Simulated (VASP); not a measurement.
Crystal: ZnO.

```
Zn O
1.0
     3.24931    0.00000    0.00000
    -1.62465    2.81398    0.00000
     0.00000    0.00000    5.20571
Zn O
2 2
Direct
  0.33333 0.66667 0.50000
  0.66667 0.33333 0.00000
  0.66667 0.33333 0.37901
  0.33333 0.66667 0.87901
```

```yaml
Program: VASP 6.6.1
Task: relaxation of cell and atoms
Functional: LDA
Potentials_or_basis: VASP PAW LDA potentials, release 64 (Zn, O)
Cutoff: 600 eV
k_mesh: 14 × 14 × 8
Occupations: fermi-dirac, width 0.08 eV
Spin: no spin polarisation
```

At the start: pressure -6.2 GPa; volume 11.90 Å³/atom.

Problem. Where does the relaxation end?

Solution. Over 20 steps the energy falls by 10.4 meV/atom and the volume is 11.40 Å³/atom (-4.2 %); space group P6_3mc (No. 186, to 0.1 Å) before and after.

Step by step:
| step | energy change (eV) | largest force (eV/Å) | pressure (GPa) | volume (Å³) |
| --- | --- | --- | --- | --- |
| 1 | 0.0000 | 0.0553 | -6.24 | 47.60 |
| 2 | -0.0262 | 0.0409 | 4.42 | 44.47 |
| 3 | -0.0413 | 0.0021 | 0.05 | 45.61 |
| 4 | -0.0413 | 0.0040 | -0.06 | 45.65 |
| 5 | -0.0414 | 0.0189 | -0.27 | 45.66 |
| 6 | -0.0414 | 0.0188 | -0.16 | 45.66 |
| 7 | -0.0414 | 0.0207 | -0.16 | 45.66 |
| 8 | -0.0415 | 0.0187 | 0.07 | 45.60 |
| 9 | -0.0415 | 0.0184 | 0.09 | 45.58 |
| 10 | -0.0416 | 0.0013 | 0.10 | 45.60 |
| 11 | -0.0416 | 0.0024 | -0.01 | 45.60 |
| 12 | -0.0416 | 0.0031 | -0.04 | 45.61 |
| 13 | -0.0416 | 0.0046 | 0.04 | 45.61 |
| 14 | -0.0416 | 0.0051 | -0.06 | 45.62 |
| 15 | -0.0416 | 0.0051 | -0.02 | 45.61 |
| 16 | -0.0416 | 0.0034 | 0.02 | 45.60 |
| 17 | -0.0416 | 0.0000 | -0.05 | 45.60 |
| 18 | -0.0416 | 0.0022 | 0.06 | 45.58 |
| 19 | -0.0416 | 0.0009 | 0.11 | 45.60 |
| 20 | -0.0416 | 0.0009 | -0.02 | 45.60 |

Final structure:
```xyz
4
Lattice="3.1932 0.0000 0.0000 -1.5966 2.7654 0.0000 0.0000 0.0000 5.1639" Properties=species:S:1:pos:R:3 pbc="T T T"
Zn    0.0000    1.8436    2.5837
Zn    1.5966    0.9218    0.0018
O     1.5966    0.9218    1.9554
O     0.0000    1.8436    4.5374
```
